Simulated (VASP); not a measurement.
# Zn (P6/mmm) in VASP: notebook

Runs on Zn. Level: PBE. Tasks: single point.

All numbers are computed with VASP 6.6.1; they aren't measurements. Logs are shortened: lines on timing, memory, paths and dates and some standing lists are left out, and cuts for length are marked.

### 1 The cell of the first run

The structure is hexagonal, space group P6/mmm (No. 191). Conventional cell: a = 3.771 Å, b = 3.771 Å, c = 2.288 Å, α = 90.00°, β = 90.00°, γ = 120.00°. Within 3.0 Å of Zn (site symmetry 6/mmm) lie 14 Zn at 2.29 to 2.46 Å. Zn (site symmetry -6m2) has 11 Zn at 2.18 to 2.46 Å within 2.9 Å.

### 2 Single point, PBE

Contents of INCAR:

```
PREC = Accurate
ENCUT = 520
EDIFF = 1E-7
ISMEAR = -1
SIGMA = 0.1
LREAL = False
LASPH = True
NELM = 60
ALGO = Normal
ISIF = 2
LWAVE = False
LCHARG = True
GGA = PE
LELF = True
LVHAR = True
NBANDS = 25
```

Contents of KPOINTS:

```
Automatic mesh
0
Gamma
  10 10 13
```

Contents of POSCAR:

```
Zn
1.0
    3.7710686109      0.0000000000      0.0000000000
   -1.8855343054      3.2658412164      0.0000000000
    0.0000000000      0.0000000000      2.2881611897
Zn
3
Direct
    0.0000000000      0.0000000000      0.0000000000
    0.3333333333      0.6666666667      0.5000000000
    0.6666666667      0.3333333333      0.5000000000
```

Potentials or basis: VASP PAW PBE potentials, release 64 (Zn).

Command:

```sh
cat potpaw_PBE.64/Zn/POTCAR > POTCAR
mpirun -np 1 vasp_std > vasp.out
```

OUTCAR:

```text
PREC = Accurate
   ENCUT = 520
   EDIFF = 1E-7
   ISMEAR = -1
   LREAL = False
   LASPH = True
   NELM = 60
   ISIF = 2
   GGA = PE

 ion  position               nearest neighbor table
   1  0.000  0.000  0.000-   2 2.46   3 2.46   2 2.46   3 2.46   2 2.46   2 2.46   3 2.46   3 2.46
                             3 2.46   3 2.46   2 2.46   2 2.46
   2  0.333  0.667  0.500-   3 2.18   3 2.18   3 2.18   1 2.46   1 2.46   1 2.46   1 2.46   1 2.46
                             1 2.46
   3  0.667  0.333  0.500-   2 2.18   2 2.18   2 2.18   1 2.46   1 2.46   1 2.46   1 2.46   1 2.46
                             1 2.46

  LATTYP: Found a hexagonal cell.
 ALAT       =     3.7710686109
 C/A-ratio  =     0.6067673187

  Lattice vectors:

 A1 = (   3.7710686109,   0.0000000000,   0.0000000000)
 A2 = (  -1.8855343054,   3.2658412164,   0.0000000000)
 A3 = (   0.0000000000,   0.0000000000,   2.2881611897)

Analysis of symmetry for initial positions (statically):
=====================================================================
 Subroutine PRICEL returns:
 Original cell was already a primitive cell.

 Routine SETGRP: Setting up the symmetry group for a
 hexagonal supercell.

 Subroutine GETGRP returns: Found 24 space group operations
 (whereof 24 operations were pure point group operations)
 out of a pool of 24 trial point group operations.

The static configuration has the point symmetry D_6h.

Analysis of symmetry for dynamics (positions and initial velocities):
=====================================================================
 Subroutine PRICEL returns:
 Original cell was already a primitive cell.

 Routine SETGRP: Setting up the symmetry group for a
 hexagonal supercell.

 Subroutine GETGRP returns: Found 24 space group operations
 (whereof 24 operations were pure point group operations)
 out of a pool of 24 trial point group operations.

The dynamic configuration has the point symmetry D_6h.

 Subroutine INISYM returns: Found 24 space group operations
 (whereof 24 operations are pure point group operations),
 and found     1 'primitive' translations

----------------------------------------------------------------------------------------

                                     Primitive cell

  volume of cell :      28.1803

[... 80 lines left out ...]
 SYSTEM =  unknown system
   PREC   = accura    normal or accurate (medium, high low for compatibility)
   ISTART =      0    job   : 0-new  1-cont  2-samecut
   ICHARG =      2    charge: 1-file 2-atom 10-const
   ISPIN  =      1    spin polarized calculation?
   LNONCOLLINEAR =      F non collinear calculations
   LSORBIT =      F    spin-orbit coupling
   LASPH  =      T    aspherical Exc in radial PAW
   ENCUT  =  520.0 eV  38.22 Ry    6.18 a.u.   7.01  7.01  4.25*2*pi/ulx,y,z
   NELM   =     60;   NELMIN=  2; NELMDL= -5     # of ELM steps
   EDIFF  = 0.1E-06   stopping-criterion for ELM
   LREAL  =      F    real-space projection
   EDIFFG = 0.1E-05   stopping-criterion for IOM
   NSW    =      0    number of steps for IOM
   IBRION =     -1    ionic relax: 0-MD 1-quasi-New 2-CG
   NFREE  =      0    steps in history (QN), initial steepest desc. (CG)
   ISIF   =      2    stress and relaxation
   ISYM   =      2    0-nonsym 1-usesym 2-fastsym
   POTIM  = 0.5000    time-step for ionic-motion
   TEBEG  =    0.0;   TEEND  =   0.0 temperature during run
   PSTRESS=    0.0 pullay stress
   NELECT =      36.0000    total number of electrons
   NUPDOWN=      -1.0000    fix difference up-down
   EMIN   =  10.00;   EMAX   =-10.00  energy-range for DOS
   EFERMI =   0.00;   METHOD = LEGACY
   ISMEAR =    -1;   SIGMA  =   0.10  broadening in eV -4-tet -1-fermi 0-gaus
   EFERMI_NEDOS =   21; number of points for ismear=-14 and -15
   IALGO  =     38    algorithm
   IMIX   =      4    mixing-type and parameters
     AMIX     =   0.40;   BMIX     =  1.00
     AMIX_MAG =   1.60;   BMIX_MAG =  1.00
  volume/ion in A,a.u.               =       9.39        63.39
  Fermi-wavevector in a.u.,A,eV,Ry     =   1.776344  3.356803 42.931774  3.155396
  Thomas-Fermi vector in A             =   2.841956
   LORBIT       =      0    0 simple, 1 ext, 2 COOP (PROOUT), +10 PAW based schemes
   GGA     = PE    functional components
   LHFCALC =     F    Hartree Fock is set to
   AEXX    =    0.0000 exact exchange contribution
   IVDW    =     0    specifies the selected vdW correction
   LEPSILON=     F    determine dielectric tensor
   LRPA    =     F    only Hartree local field effects (RPA)
 non-spin polarized calculation
  energy-cutoff  :      520.00
  volume of cell :       28.18
 maximum number of plane-waves:       770
 NGX is ok and might be reduce to    28
   NGX = 13   NGY = 13   NGZ =  9

 number of electron      36.0000003 magnetization

 Free energy of the ion-electron system (eV)
  ---------------------------------------------------
  ext. energy  EPLUGINS =         0.00000000
  ---------------------------------------------------
  free energy    TOTEN  =         1.20593564 eV

  energy without entropy =        1.22476236  energy(sigma->0) =        1.21534900

 E-fermi :   8.3955     XC(G=0): -14.3348

 val. band max:        8.3564225316   @ k =   0.2000   0.0000   0.3846
 cond. band min:       8.4577773843   @ k =   0.1000   0.0000   0.2308
 fundamental gap:      0.1013548527
 Fermi energy:         8.3955112459

 k-point     1 :       0.0000    0.0000    0.0000
  band No.  band energies     occupation
      1      -7.5192      2.00000
      2      -3.6332      2.00000
      3      -2.4803      2.00000
      4      -2.4803      2.00000
      5      -2.4487      2.00000
      6      -2.3892      2.00000
[... 661 lines left out ...]
     24      22.9695      0.00000
     25      23.4764      0.00000

 [... further k-points ...]
[... 5 lines left out ...]
  --------------------------------------------------------------------------------------
  -------------------------------------------------------------------------------------
  Total       21.4879732     21.4879732     21.4624727      0.0000000     -0.0000000     -0.0000000
  in kB     1221.6869098   1221.6869098   1220.2370946      0.0000000     -0.0000000     -0.0000000
  external PRESSURE =    1221.2036380 kB  Pullay stress =       0.0000000 kB

 VOLUME and BASIS-vectors are now :
 -----------------------------------------------------------------------------
  energy-cutoff  :      520.00
  volume of cell :       28.18
      direct lattice vectors                 reciprocal lattice vectors
     3.771068611  0.000000000  0.000000000     0.265176825  0.153099911  0.000000000
    -1.885534305  3.265841216  0.000000000     0.000000000  0.306199822  0.000000000
     0.000000000  0.000000000  2.288161190     0.000000000  0.000000000  0.437032148

 POSITION                                       TOTAL-FORCE (eV/Angst)
 -----------------------------------------------------------------------------------
      0.00000      0.00000      0.00000         0.000000      0.000000     -0.000000
     -0.00000      2.17723      1.14408         0.000000     -0.000000      0.000000
      1.88553      1.08861      1.14408        -0.000000      0.000000     -0.000000
 -----------------------------------------------------------------------------------
    total drift:                                0.000000      0.000000     -0.000000

  FREE ENERGIE OF THE ION-ELECTRON SYSTEM (eV)
  ---------------------------------------------------
  free  energy   TOTEN  =         1.2059356440 eV

  energy  without entropy=        1.2247623578  energy(sigma->0) =        1.21534900
```

stdout:

```text
POSCAR found type information on POSCAR Zn
 POSCAR found :  1 types and       3 ions
 scaLAPACK will be used
 LDA part: xc-table for (Slater+PW92), standard interpolation
 POSCAR, INCAR and KPOINTS ok, starting setup
 FFT: planning ... GRIDC
 FFT: planning ... GRID_SOFT
 FFT: planning ... GRID
 WAVECAR not read
 entering main loop
```

Wall time 27 s (1 thread of Intel Xeon 6975P-C (Granite Rapids), shared host); peak memory 0.17 GiB.

Results:

```
Free energy            : 1.2059 eV
Pressure               : 122.1 GPa
Band gap on the k mesh : zero (band 18 reaches 13.09 eV, above the bottom of band 19 at 7.59 eV)
```

Stress tensor (GPa, compression positive):
```
122.17   0.00   0.00
  0.00 122.17   0.00
  0.00   0.00 122.02
```

Levels at points of the mesh, in eV from the Fermi level:
```tsv
k point	band 15	band 16	band 17	band 18	band 19	band 20	band 21	band 22
(0.00, 0.00, 0.00)	-8.80	-8.80	-0.10	-0.10	-0.10	-0.10	2.45	2.59
(0.50, 0.00, 0.00)	-9.03	-8.74	-8.67	-5.87	-0.44	10.85	10.87	11.68
```

### 3 Single point, PBE

Contents of INCAR:

```
ALGO = Normal
EDIFF = 1E-7
ENCUT = 520
GGA = PE
ISIF = 2
ISMEAR = -1
LASPH = T
LCHARG = T
LELF = T
LREAL = F
LVHAR = T
LWAVE = F
NBANDS = 25
NELM = 80
PREC = Accurate
SIGMA = 0.1
```

Contents of KPOINTS:

```
k-points
0
Gamma
  10 10 13
```

Contents of POSCAR:

```
Zn
1.0
    3.7707510245      0.0000000000      0.0000000000
   -1.8853755122      3.2655661786      0.0000000000
    0.0000000000      0.0000000000      2.2881605956
Zn
3
Direct
    0.0000000000      0.0000000000      0.0000000000
    0.3333333333      0.6666666667      0.5000000000
    0.6666666667      0.3333333333      0.5000000000
```

Potentials or basis: VASP PAW PBE potentials, release 64 (Zn).

Command:

```sh
cat potpaw_PBE.64/Zn/POTCAR > POTCAR
mpirun -np 1 vasp_std > vasp.out
```

Wall time 30 s (1 thread of Intel Xeon 6975P-C (Granite Rapids), shared host); peak memory 0.17 GiB.

The run converged. Its results:

```
Free energy            : 1.2096 eV
Pressure               : 122.2 GPa
Band gap on the k mesh : zero (band 18 reaches 13.10 eV, above the bottom of band 19 at 7.60 eV)
```

Stress tensor (GPa, compression positive):
```
122.28   0.00   0.00
  0.00 122.28   0.00
  0.00   0.00 122.09
```

Levels at points of the mesh, in eV from the Fermi level:
```
           k point  band 15  band 16  band 17  band 18  band 19  band 20  band 21  band 22
(0.00, 0.00, 0.00)    -8.80    -8.80    -0.10    -0.10    -0.10    -0.10     2.45     2.59
(0.50, 0.00, 0.00)    -9.04    -8.74    -8.67    -5.87    -0.44    10.85    10.87    11.68
```
